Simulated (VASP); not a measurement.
# NbI2N (P-4m2) in VASP: single point with PBE

Aim: the single point of NbI2N with PBE.

Everything below comes from runs of VASP 6.6.1. Logs are shortened: lines on timing, memory, paths and dates and some standing lists are left out, and cuts for length are marked.

**1. The cell of the first run**

It takes space group P-4m2 (No. 115, tetragonal). Conventional cell: a = 3.619 Å, b = 3.619 Å, c = 7.457 Å, α = 90.00°, β = 90.00°, γ = 90.00°. Within 3.7 Å of Nb (site symmetry -4m2) lie 4 I at 2.70 Å and 4 Nb at 3.62 Å. I (site symmetry 2mm) has 2 N at 2.50 Å and 2 Nb at 2.70 Å within 3.3 Å. Within 3.3 Å of N (site symmetry -4m2) lie 4 I at 2.50 Å.

The cell was built from a structure type or drawn by symmetry, and may not be a known phase.

**2. Single point, PBE**

INCAR

```
SYSTEM = NbI2N
PREC     = Accurate       ! precision mode
ENCUT    = 520            ! plane-wave cutoff, eV
EDIFF    = 1E-7           ! SCF threshold, eV
ISMEAR   = 0              ! smearing method
SIGMA    = 0.1            ! smearing width, eV
LREAL    = .FALSE.        ! projectors in reciprocal space
LASPH    = .TRUE.         ! aspherical terms in the spheres
NELM     = 100            ! most SCF steps
ALGO     = Fast           ! electronic algorithm
ISIF     = 2              ! what is computed and relaxed
LWAVE    = .FALSE.        ! write WAVECAR
LCHARG   = .TRUE.         ! write CHGCAR
GGA      = PE             ! functional
LELF     = .TRUE.         ! ELF
LVHAR    = .TRUE.       
NBANDS   = 24             ! bands
```

KPOINTS

```
Automatic mesh
0
G
  12 12 6
  0 0 0
```

POSCAR

```
NbI2N
1.0
    3.6186376848      0.0000000000      0.0000000000
    0.0000000000      3.6186376848      0.0000000000
    0.0000000000      0.0000000000      7.4566480527
Nb I N
1 2 1
Direct
    0.5000000000      0.5000000000      0.0000000000
    0.5000000000      0.0000000000      0.7305137725
    0.0000000000      0.5000000000      0.2694862275
    0.0000000000      0.0000000000      0.5000000000
```

Potentials or basis: VASP PAW PBE potentials, release 64 (Nb_sv, I, N).

On the command line:

```console
$ cat potpaw_PBE.64/Nb_sv/POTCAR potpaw_PBE.64/I/POTCAR potpaw_PBE.64/N/POTCAR > POTCAR
$ mpirun -np 1 vasp_std > vasp.out
```

OUTCAR:

```text
SYSTEM = NbI2N
   PREC = Accurate
   ENCUT = 520
   EDIFF = 1E-7
   ISMEAR = 0
   LREAL = .FALSE.
   LASPH = .TRUE.
   NELM = 100
   ISIF = 2
   GGA = PE

 ion  position               nearest neighbor table
   1  0.500  0.500  0.000-   2 2.70   3 2.70   2 2.70   3 2.70
   2  0.500  0.000  0.731-   4 2.50   4 2.50   1 2.70   1 2.70
   3  0.000  0.500  0.269-   4 2.50   4 2.50   1 2.70   1 2.70
   4  0.000  0.000  0.500-   2 2.50   3 2.50   3 2.50   2 2.50

  LATTYP: Found a simple tetragonal cell.
 ALAT       =     3.6186376848
 C/A-ratio  =     2.0606230030

  Lattice vectors:

 A1 = (   3.6186376848,   0.0000000000,   0.0000000000)
 A2 = (   0.0000000000,   3.6186376848,   0.0000000000)
 A3 = (   0.0000000000,   0.0000000000,   7.4566480527)

Analysis of symmetry for initial positions (statically):
=====================================================================
 Subroutine PRICEL returns:
 Original cell was already a primitive cell.

 Routine SETGRP: Setting up the symmetry group for a
 simple tetragonal supercell.

 Subroutine GETGRP returns: Found  8 space group operations
 (whereof  8 operations were pure point group operations)
 out of a pool of 16 trial point group operations.

The static configuration has the point symmetry D_2d.

Analysis of symmetry for dynamics (positions and initial velocities):
=====================================================================
 Subroutine PRICEL returns:
 Original cell was already a primitive cell.

 Routine SETGRP: Setting up the symmetry group for a
 simple tetragonal supercell.

 Subroutine GETGRP returns: Found  8 space group operations
 (whereof  8 operations were pure point group operations)
 out of a pool of 16 trial point group operations.

The dynamic configuration has the point symmetry D_2d.

 Subroutine INISYM returns: Found  8 space group operations
 (whereof  8 operations are pure point group operations),
 and found     1 'primitive' translations

----------------------------------------------------------------------------------------

                                     Primitive cell

  volume of cell :      97.6414

  direct lattice vectors                    reciprocal lattice vectors
     3.618637685  0.000000000  0.000000000     0.276347092  0.000000000  0.000000000
[... 89 lines left out ...]
   NELM   =    100;   NELMIN=  2; NELMDL= -5     # of ELM steps
   EDIFF  = 0.1E-06   stopping-criterion for ELM
   LREAL  =      F    real-space projection
   EDIFFG = 0.1E-05   stopping-criterion for IOM
   NSW    =      0    number of steps for IOM
   IBRION =     -1    ionic relax: 0-MD 1-quasi-New 2-CG
   NFREE  =      0    steps in history (QN), initial steepest desc. (CG)
   ISIF   =      2    stress and relaxation
   ISYM   =      2    0-nonsym 1-usesym 2-fastsym
   POTIM  = 0.5000    time-step for ionic-motion
   TEBEG  =    0.0;   TEEND  =   0.0 temperature during run
   PSTRESS=    0.0 pullay stress
   NELECT =      32.0000    total number of electrons
   NUPDOWN=      -1.0000    fix difference up-down
   EMIN   =  10.00;   EMAX   =-10.00  energy-range for DOS
   EFERMI =   0.00;   METHOD = LEGACY
   ISMEAR =     0;   SIGMA  =   0.10  broadening in eV -4-tet -1-fermi 0-gaus
   EFERMI_NEDOS =   21; number of points for ismear=-14 and -15
   IALGO  =     68    algorithm
   IMIX   =      4    mixing-type and parameters
     AMIX     =   0.40;   BMIX     =  1.00
     AMIX_MAG =   1.60;   BMIX_MAG =  1.00
  volume/ion in A,a.u.               =      24.41       164.73
  Fermi-wavevector in a.u.,A,eV,Ry     =   1.128704  2.132942 17.333463  1.273974
  Thomas-Fermi vector in A             =   2.265395
   LORBIT       =      0    0 simple, 1 ext, 2 COOP (PROOUT), +10 PAW based schemes
   GGA     = PE    functional components
   LHFCALC =     F    Hartree Fock is set to
   AEXX    =    0.0000 exact exchange contribution
   IVDW    =     0    specifies the selected vdW correction
   LEPSILON=     F    determine dielectric tensor
   LRPA    =     F    only Hartree local field effects (RPA)
 non-spin polarized calculation
 RMM-DIIS sequential band-by-band and
 Gauss-broadening in eV      SIGMA  =   0.10
  energy-cutoff  :      520.00
  volume of cell :       97.64
 maximum number of plane-waves:      2664
 NGX is ok and might be reduce to    28
   NGX = 13   NGY = 13   NGZ = 27

 number of electron      31.9999999 magnetization

 Free energy of the ion-electron system (eV)
  ---------------------------------------------------
  ext. energy  EPLUGINS =         0.00000000
  ---------------------------------------------------
  free energy    TOTEN  =       -16.31545187 eV

  energy without entropy =      -16.29972691  energy(sigma->0) =      -16.30758939

 E-fermi :   6.8503     XC(G=0):  -9.8140

 val. band max:        6.8406893193   @ k =   0.2500   0.2500   0.3333
 cond. band min:       6.8527680111   @ k =   0.4167   0.4167   0.0000
 fundamental gap:      0.0120786918
 Fermi energy:         6.8502590704

 k-point     1 :       0.0000    0.0000    0.0000
  band No.  band energies     occupation
      1     -48.4993      2.00000
      2     -24.7335      2.00000
      3     -24.4950      2.00000
      4     -24.4950      2.00000
      5      -9.0468      2.00000
      6      -7.6536      2.00000
[... 637 lines left out ...]
     23      12.5303      0.00000
     24      12.7102      0.00000

 [... further k-points ...]

------------------------ aborting loop because EDIFF is reached ----------------------------------------

  FORCE on cell =-STRESS in cart. coord.  units (eV):
  Direction    XX          YY          ZZ          XY          YZ          ZX
  --------------------------------------------------------------------------------------
  -------------------------------------------------------------------------------------
  Total       -0.0740687     -0.0740687     -0.1805083      0.0000000     -0.0000000      0.0000000
  in kB       -1.2153776     -1.2153776     -2.9619245      0.0000000     -0.0000000      0.0000000
  external PRESSURE =      -1.7975599 kB  Pullay stress =       0.0000000 kB

 VOLUME and BASIS-vectors are now :
 -----------------------------------------------------------------------------
  energy-cutoff  :      520.00
  volume of cell :       97.64
      direct lattice vectors                 reciprocal lattice vectors
     3.618637685  0.000000000  0.000000000     0.276347092  0.000000000  0.000000000
     0.000000000  3.618637685  0.000000000     0.000000000  0.276347092  0.000000000
     0.000000000  0.000000000  7.456648053     0.000000000  0.000000000  0.134108515

 POSITION                                       TOTAL-FORCE (eV/Angst)
 -----------------------------------------------------------------------------------
      1.80932      1.80932      0.00000         0.000000      0.000000      0.000000
      1.80932      0.00000      5.44718         0.000000     -0.000000      0.003150
      0.00000      1.80932      2.00946         0.000000     -0.000000     -0.003150
      0.00000      0.00000      3.72832         0.000000     -0.000000      0.000000
 -----------------------------------------------------------------------------------
    total drift:                                0.000000      0.000000      0.000000

  FREE ENERGIE OF THE ION-ELECTRON SYSTEM (eV)
  ---------------------------------------------------
  free  energy   TOTEN  =       -16.3154518670 eV

  energy  without entropy=      -16.2997269142  energy(sigma->0) =      -16.30758939
```

stdout:

```text
POSCAR found type information on POSCAR NbI N
 POSCAR found :  3 types and       4 ions
 scaLAPACK will be used
[... 34 lines left out ...]
 num prob RMM:  22    -0.163154516489E+02   -0.20544E-06   -0.86159E-07  6291   0.523E-03    0.558E-03
 num prob  num prob  num prob  num prob  num prob  num prob  num prob  num prob  num prob  num prob  num prob  num prob  num prob  num prob  num prob  num prob  num prob  num prob  num prob  num prob WARNING in EDDRMM: call to ZHEGV failed, returncode =   6  3     18
 num prob  num prob  num prob  num prob  num prob  num prob  num prob  num prob WARNING in EDDRMM: call to ZHEGV failed, returncode =   6  3     15
 num prob  num prob RMM:  23    -0.163154517774E+02   -0.12843E-06   -0.44239E-07  5440   0.418E-03    0.401E-03
 num prob  num prob  num prob WARNING in EDDRMM: call to ZHEGV failed, returncode =   6  3     20
 num prob  num prob  num prob  num prob  num prob  num prob  num prob RMM:  24    -0.163154518670E+02   -0.89616E-07   -0.27030E-07  4987   0.390E-03
```

Wall time 7.2 min (1 thread of Intel Xeon Platinum 8488C (Sapphire Rapids), shared host); peak memory 0.39 GiB.

What came out:

- Free energy: -16.3155 eV
- Pressure: -0.2 GPa
- Largest force: 0.003 eV/Å
- Band gap on the k mesh: zero (bands 16 and 17 overlap by 0.75 eV)

Forces in eV/Å, atoms in the order of the input:
```
Nb   0.000  0.000  0.000
I    0.000  0.000  0.003
I    0.000  0.000 -0.003
N    0.000  0.000  0.000
```

Stress tensor (GPa, compression positive):
```
-0.12  0.00  0.00
 0.00 -0.12  0.00
 0.00  0.00 -0.30
```

Caveat: spin-orbit coupling is left out, which moves the levels of the heavy elements.
